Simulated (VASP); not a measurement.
**Be4Se3: single point with PBE**

Be4Se3:

```
Be Se
1.0
     4.68369    0.00000    0.00000
     0.00000    4.68369    0.00000
     0.00000    0.00000    4.68369
Be Se
4 3
Direct
  0.50000 0.00000 0.00000
  0.00000 0.50000 0.00000
  0.00000 0.00000 0.50000
  0.00000 0.00000 0.00000
  0.00000 0.50000 0.50000
  0.50000 0.00000 0.50000
  0.50000 0.50000 0.00000
```

The cell was built from a structure type or drawn by symmetry, and may not be a known phase.

* Program: VASP 6.6.1
* Task: single point
* Functional: PBE
* Potentials or basis: VASP PAW PBE potentials, release 64 (Be, Se)
* Cutoff: 520 eV
* k mesh: 3 × 3 × 3
* Occupations: gaussian, width 0.2 eV
* Spin: no spin polarisation

The pressure is 0.8 GPa. The band gap on the k mesh is zero (bands 13 and 14 overlap by 0.49 eV).

Levels at points of the mesh, in eV from the Fermi level:
```tsv
k point	band 10	band 11	band 12	band 13	band 14	band 15	band 16	band 17
(0.00, 0.00, 0.00)	-3.52	-0.62	-0.62	-0.62	0.88	0.88	1.94	1.94
```

Run time: 12 s on 1 thread of Intel Xeon 8259CL (shared host), peak memory 0.2 GiB.

Caveat: the k points lie up to 0.45 Å⁻¹ apart; semilocal functionals underestimate gaps, so a narrow gap can read as zero.
